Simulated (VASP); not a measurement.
A run of VASP 6.6.1 is set up as follows.

File INCAR:

```
PREC = Accurate
ENCUT = 520
EDIFF = 1E-6
ISMEAR = 0
SIGMA = 0.1
LREAL = F
LASPH = T
NELM = 100
ALGO = Normal
ISIF = 2
LWAVE = F
LCHARG = F
GGA = PE
NBANDS = 26
```

KPOINTS

```
Automatic mesh
0
Gamma
  6 6 12
```

File POSCAR:

```
Si5Mo
1.0
    6.1857359570      0.0000000000      0.0000000000
    0.0000000000      6.1857359570      0.0000000000
    0.0000000000      0.0000000000      2.9768398625
Si Mo
5 1
Direct
    0.2723417850      0.2723417850      0.0000000000
    0.7276582150      0.7276582150      0.0000000000
    0.7276582150      0.2723417850      0.0000000000
    0.2723417850      0.7276582150      0.0000000000
    0.0000000000      0.0000000000      0.0000000000
    0.5000000000      0.5000000000      0.5000000000
```

Potentials or basis: VASP PAW PBE potentials, release 64 (Si, Mo_sv).

Run with:

```bash
$ cat potpaw_PBE.64/Si/POTCAR potpaw_PBE.64/Mo_sv/POTCAR > POTCAR
$ mpirun -np 1 vasp_std > vasp.out
```

(1) Estimate the pressure.

(2) Predict the band gap on the k mesh.

## Answers

(1) 0.1 GPa.

(2) zero (bands 17 and 18 overlap by 1.66 eV).
